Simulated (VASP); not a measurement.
Input of a VASP 6.6.1 run:

INCAR

```
PREC     = Accurate       # precision mode
ENCUT    = 520            # plane-wave cutoff, eV
EDIFF    = 1E-7           # SCF threshold, eV
ISMEAR   = -1             # smearing method
SIGMA    = 0.08           # smearing width, eV
LREAL    = False          # projectors in reciprocal space
LASPH    = True           # aspherical terms in the spheres
NELM     = 80             # most SCF steps
ALGO     = Normal         # electronic algorithm
ISIF     = 2              # what is computed and relaxed
LWAVE    = False          # write WAVECAR
LCHARG   = False          # write CHGCAR
NBANDS   = 28             # bands
```

The input KPOINTS:

```
Automatic mesh
0
Gamma
  9 9 13
```

Contents of POSCAR:

```
Ge
1.0
    3.9818775808      0.0000000000      0.0000000000
   -1.9909387904      3.4484071398      0.0000000000
    0.0000000000      0.0000000000      2.3431483288
Ge
3
Direct
    0.0000000000      0.0000000000      0.0000000000
    0.3333333333      0.6666666667      0.5000000000
    0.6666666667      0.3333333333      0.5000000000
```

Potentials or basis: VASP PAW LDA potentials, release 64 (Ge_d).

Launch:

```bash
$ cat potpaw_LDA.64/Ge_d/POTCAR > POTCAR
$ mpirun -np 1 vasp_std > vasp.out
```

Estimate the pressure.

131.2 GPa.

Estimate the band gap on the k mesh.

zero (band 21 reaches 18.68 eV, above the bottom of band 22 at 8.47 eV).
